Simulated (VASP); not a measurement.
# Li2O (Fm-3m) in VASP: further runs

Aim: see how the results for Li2O move with the level of theory and the settings. Levels: LDA, PBE. Tasks: single point.

Everything below comes from runs of VASP 6.6.1. Logs are shortened: lines on timing, memory, paths and dates and some standing lists are left out, and cuts for length are marked.

### Step 1. The cell of the first run

The structure is cubic, space group Fm-3m (No. 225). Conventional cell: a = 4.847 Å, b = 4.847 Å, c = 4.847 Å, α = 90.00°, β = 90.00°, γ = 90.00°. Li (site symmetry -43m) has 4 O at 2.10 Å and 6 Li at 2.42 Å within 2.8 Å. Within 2.8 Å of O (site symmetry m-3m) lie 8 Li at 2.10 Å.

### Step 2. Single point, LDA

Input file INCAR:

```
SYSTEM = Li2O
PREC = Accurate
ENCUT = 750
EDIFF = 1E-6
ISMEAR = -1
SIGMA = 0.008617333262145177
LREAL = .False.
LASPH = .True.
NELM = 120
ALGO = Normal
ISIF = 2
LWAVE = .False.
LCHARG = .True.
LELF = .True.
LVHAR = .True.
NBANDS = 13
GGA_COMPAT = .False.
```

Input file KPOINTS:

```
regular mesh
0
Gamma
  6 6 6
  0 0 0
```

Input file POSCAR:

```
Li2O
1.0
    0.0000000000      2.4236060046      2.4236060046
    2.4236060046      0.0000000000      2.4236060046
    2.4236060046      2.4236060046      0.0000000000
Li O
2 1
Direct
    0.7500000000      0.7500000000      0.7500000000
    0.2500000000      0.2500000000      0.2500000000
    0.0000000000      0.0000000000      0.0000000000
```

Potentials or basis: VASP PAW LDA potentials, release 64 (Li_sv, O).

Launch:

```sh
$ cat potpaw_LDA.64/Li_sv/POTCAR potpaw_LDA.64/O/POTCAR > POTCAR
$ mpirun -np 1 vasp_std > vasp.out
```

OUTCAR:

```text
SYSTEM = Li2O
   PREC = Accurate
   ENCUT = 750
   EDIFF = 1E-6
   ISMEAR = -1
   LREAL = .False.
   LASPH = .True.
   NELM = 120
   ISIF = 2

 ion  position               nearest neighbor table
   1  0.750  0.750  0.750-   3 2.10   3 2.10   3 2.10   3 2.10   2 2.42   2 2.42   2 2.42   2 2.42
                             2 2.42   2 2.42
   2  0.250  0.250  0.250-   3 2.10   3 2.10   3 2.10   3 2.10   1 2.42   1 2.42   1 2.42   1 2.42
                             1 2.42   1 2.42
   3  0.000  0.000  0.000-   1 2.10   1 2.10   1 2.10   1 2.10   2 2.10   2 2.10   2 2.10   2 2.10

  LATTYP: Found a face centered cubic cell.
 ALAT       =     4.8472120092

  Lattice vectors:

 A1 = (   0.0000000000,   2.4236060046,   2.4236060046)
 A2 = (   2.4236060046,   0.0000000000,   2.4236060046)
 A3 = (   2.4236060046,   2.4236060046,   0.0000000000)

Analysis of symmetry for initial positions (statically):
=====================================================================
 Subroutine PRICEL returns:
 Original cell was already a primitive cell.

 Routine SETGRP: Setting up the symmetry group for a
 face centered cubic supercell.

 Subroutine GETGRP returns: Found 48 space group operations
 (whereof 48 operations were pure point group operations)
 out of a pool of 48 trial point group operations.

The static configuration has the point symmetry O_h .

Analysis of symmetry for dynamics (positions and initial velocities):
=====================================================================
 Subroutine PRICEL returns:
 Original cell was already a primitive cell.

 Routine SETGRP: Setting up the symmetry group for a
 face centered cubic supercell.

 Subroutine GETGRP returns: Found 48 space group operations
 (whereof 48 operations were pure point group operations)
 out of a pool of 48 trial point group operations.

The dynamic configuration has the point symmetry O_h .

 Subroutine INISYM returns: Found 48 space group operations
 (whereof 48 operations are pure point group operations),
 and found     1 'primitive' translations

----------------------------------------------------------------------------------------

                                     Primitive cell

  volume of cell :      28.4719

  direct lattice vectors                    reciprocal lattice vectors
     0.000000000  2.423606005  2.423606005    -0.206304160  0.206304160  0.206304160
     2.423606005  0.000000000  2.423606005     0.206304160 -0.206304160  0.206304160
     2.423606005  2.423606005  0.000000000     0.206304160  0.206304160 -0.206304160

  length of vectors
[... 89 lines left out ...]
   EFERMI =   0.00;   METHOD = LEGACY
   ISMEAR =    -1;   SIGMA  =   0.01  broadening in eV -4-tet -1-fermi 0-gaus
   EFERMI_NEDOS =   21; number of points for ismear=-14 and -15
   IALGO  =     38    algorithm
   IMIX   =      4    mixing-type and parameters
     AMIX     =   0.40;   BMIX     =  1.00
     AMIX_MAG =   1.60;   BMIX_MAG =  1.00
  volume/ion in A,a.u.               =       9.49        64.05
  Fermi-wavevector in a.u.,A,eV,Ry     =   1.227430  2.319505 20.498309  1.506583
  Thomas-Fermi vector in A             =   2.362393
   LORBIT       =      0    0 simple, 1 ext, 2 COOP (PROOUT), +10 PAW based schemes
   GGA     = CA    functional components
   LHFCALC =     F    Hartree Fock is set to
   AEXX    =    0.0000 exact exchange contribution
   IVDW    =     0    specifies the selected vdW correction
   LEPSILON=     F    determine dielectric tensor
   LRPA    =     F    only Hartree local field effects (RPA)
 non-spin polarized calculation
  energy-cutoff  :      750.00
  volume of cell :       28.47
 maximum number of plane-waves:      1363
 NGX is ok and might be reduce to    32
   NGX = 15   NGY = 15   NGZ = 15

 number of electron      12.0000003 magnetization

 Free energy of the ion-electron system (eV)
  ---------------------------------------------------
  ext. energy  EPLUGINS =         0.00000000
  ---------------------------------------------------
  free energy    TOTEN  =       -15.46453674 eV

  energy without entropy =      -15.46453674  energy(sigma->0) =      -15.46453674

 E-fermi :   0.7105     XC(G=0):  -9.6216

 val. band max:        0.4276140557   @ k =   0.0000   0.0000   0.0000
 cond. band min:       4.6850191668   @ k =   0.0000   0.0000   0.0000
 fundamental gap:      4.2574051110
 Fermi energy:         0.7105008990

 k-point     1 :       0.0000    0.0000    0.0000
  band No.  band energies     occupation
      1     -41.7650      2.00000
      2     -41.5338      2.00000
      3     -14.4536      2.00000
      4       0.4276      2.00000
      5       0.4276      2.00000
      6       0.4276      2.00000
      7       4.6850      0.00000
      8      11.2367      0.00000
      9      11.2367      0.00000
     10      11.2367      0.00000
     11      17.7068      0.00000
     12      17.7068      0.00000
     13      17.7068      0.00000
[... 226 lines left out ...]
  band No.  band energies     occupation
      1     -41.6575      2.00000
      2     -41.6197      2.00000
      3     -14.1979      2.00000
      4      -1.0587      2.00000
      5      -0.9852      2.00000
      6      -0.8426      2.00000
      7       6.2684      0.00000
      8      10.4316      0.00000
      9      12.5684      0.00000
     10      12.9687      0.00000
     11      15.4875      0.00000
     12      18.4717      0.00000
     13      20.1576      0.00000

------------------------ aborting loop because EDIFF is reached ----------------------------------------

  FORCE on cell =-STRESS in cart. coord.  units (eV):
  Direction    XX          YY          ZZ          XY          YZ          ZX
  --------------------------------------------------------------------------------------
  -------------------------------------------------------------------------------------
  Total       -2.4727110     -2.4727110     -2.4727110      0.0000000      0.0000000     -0.0000000
  in kB     -139.1450934   -139.1450934   -139.1450934      0.0000000      0.0000000     -0.0000000
  external PRESSURE =    -139.1450934 kB  Pullay stress =       0.0000000 kB

 VOLUME and BASIS-vectors are now :
 -----------------------------------------------------------------------------
  energy-cutoff  :      750.00
  volume of cell :       28.47
      direct lattice vectors                 reciprocal lattice vectors
     0.000000000  2.423606005  2.423606005    -0.206304160  0.206304160  0.206304160
     2.423606005  0.000000000  2.423606005     0.206304160 -0.206304160  0.206304160
     2.423606005  2.423606005  0.000000000     0.206304160  0.206304160 -0.206304160

 POSITION                                       TOTAL-FORCE (eV/Angst)
 -----------------------------------------------------------------------------------
      3.63541      3.63541      3.63541        -0.000000     -0.000000      0.000000
      1.21180      1.21180      1.21180         0.000000      0.000000     -0.000000
      0.00000      0.00000      0.00000         0.000000     -0.000000     -0.000000
 -----------------------------------------------------------------------------------
    total drift:                                0.000000     -0.000000      0.000000

  FREE ENERGIE OF THE ION-ELECTRON SYSTEM (eV)
  ---------------------------------------------------
  free  energy   TOTEN  =       -15.4645367435 eV

  energy  without entropy=      -15.4645367435  energy(sigma->0) =      -15.46453674
```

OSZICAR:

```text
N       E                     dE             d eps       ncg     rms          rms(c)
DAV:   1     0.507480054534E+02    0.50748E+02   -0.67067E+03   416   0.122E+03
DAV:   2    -0.111793728129E+02   -0.61927E+02   -0.59705E+02   494   0.244E+02
DAV:   3    -0.171580955572E+02   -0.59787E+01   -0.59276E+01   783   0.538E+01
DAV:   4    -0.172044660281E+02   -0.46370E-01   -0.46367E-01   474   0.677E+00
DAV:   5    -0.172049189683E+02   -0.45294E-03   -0.45294E-03   595   0.509E-01    0.720E+00
DAV:   6    -0.155970323298E+02    0.16079E+01   -0.89770E+00   451   0.148E+01    0.325E+00
DAV:   7    -0.154996450417E+02    0.97387E-01   -0.35106E-01   496   0.356E+00    0.144E+00
DAV:   8    -0.154668475076E+02    0.32798E-01   -0.98547E-02   551   0.260E+00    0.452E-01
DAV:   9    -0.154645081135E+02    0.23394E-02   -0.48851E-03   515   0.616E-01    0.145E-01
DAV:  10    -0.154646009136E+02   -0.92800E-04   -0.63002E-04   506   0.230E-01    0.680E-02
DAV:  11    -0.154645371307E+02    0.63783E-04   -0.11476E-04   496   0.106E-01    0.127E-02
DAV:  12    -0.154645367435E+02    0.38715E-06   -0.65604E-06   553   0.249E-02
   1 F= -.15464537E+02 E0= -.15464537E+02  d E =-.449454E-16
```

It took 16 s on 1 thread of Intel Xeon 8259CL, shared host; peak memory 0.14 GiB.

Results:

| Quantity | Value |
| --- | --- |
| Free energy | -15.4645 eV |
| Pressure | -13.9 GPa |
| Band gap on the k mesh | 4.26 eV |

Caveat: the cell stands under tension. A k mesh can miss the band edges.

### Step 3. Single point, PBE

This run uses another cell than the first one, of 10.75 Å³/atom.

Input file INCAR:

```
ALGO = Normal
EDIFF = 1E-6
ENCUT = 750
GGA = PE
GGA_COMPAT = False
ISIF = 2
ISMEAR = 0
LASPH = True
LCHARG = False
LREAL = False
LWAVE = False
NBANDS = 13
NELM = 120
PREC = Accurate
SIGMA = 0.1
```

Input file KPOINTS:

```
k-points
0
Gamma
  6 6 6
```

Input file POSCAR:

```
Li2O
1.0
    0.0000000000      2.5264218102      2.5264218102
    2.5264218102      0.0000000000      2.5264218102
    2.5264218102      2.5264218102      0.0000000000
Li O
2 1
Direct
    0.7500000000      0.7500000000      0.7500000000
    0.2500000000      0.2500000000      0.2500000000
    0.0000000000      0.0000000000      0.0000000000
```

Potentials or basis: VASP PAW PBE potentials, release 64 (Li_sv, O).

Launch:

```sh
$ cat potpaw_PBE.64/Li_sv/POTCAR potpaw_PBE.64/O/POTCAR > POTCAR
$ mpirun -np 1 vasp_std > vasp.out
```

Wall time 20 s (1 thread of Intel Xeon 8259CL, shared host); peak memory 0.16 GiB.

Results (log left out):

| Item | Value |
| --- | --- |
| Free energy | -13.9900 eV |
| Pressure | -12.9 GPa |
| Band gap on the k mesh | 3.54 eV |

Levels at points of the mesh, in eV from the valence-band top:
```
           k point  band 4  band 5  band 6  band 7  band 8  band 9
(0.00, 0.00, 0.00)    0.00    0.00    0.00    3.54   10.41   10.41
(0.50, 0.00, 0.00)   -2.18   -0.32   -0.32    7.44    7.56   10.58
(0.50, 0.50, 0.00)   -1.37   -1.00   -1.00    4.43   11.19   11.19
```

Caveat: the cell stands under tension.

### Step 4. Single point, PBE

This run uses another cell than the first one, of 8.40 Å³/atom.

Input file INCAR:

```
SYSTEM = Li2O
PREC = Accurate
ENCUT = 750
EDIFF = 1E-6
ISMEAR = 0
SIGMA = 0.1
LREAL = .FALSE.
LASPH = .TRUE.
NELM = 120
ALGO = Normal
ISIF = 2
LWAVE = .FALSE.
LCHARG = .TRUE.
GGA = PE
LELF = .TRUE.
LVHAR = .TRUE.
ISYM = 0
NBANDS = 13
GGA_COMPAT = .FALSE.
```

Input file KPOINTS:

```
Automatic mesh
0
Gamma
  5 1 7
  0.5 0.5 0
```

Input file POSCAR:

```
Li2O
1.0
    0.0000000000      2.3268543819      2.3268543819
    2.3268543819      0.0000000000      2.3268543819
    2.3268543819      2.3268543819      0.0000000000
Li O
2 1
Direct
    0.7500000000      0.7500000000      0.7500000000
    0.2500000000      0.2500000000      0.2500000000
    0.0000000000      0.0000000000      0.0000000000
```

Launch:

```sh
$ cat potpaw_PBE.64/Li_sv/POTCAR potpaw_PBE.64/O/POTCAR > POTCAR
$ mpirun -np 1 vasp_std > vasp.out
```

Wall time 24 s (1 thread of Intel Xeon 8259CL, shared host); peak memory 0.16 GiB.

The run converged, but its numbers aren't listed here, since they failed a check.

Caveat: the k points lie up to 1.92 Å⁻¹ apart; a shifted mesh leaves out Γ, where band edges can lie.
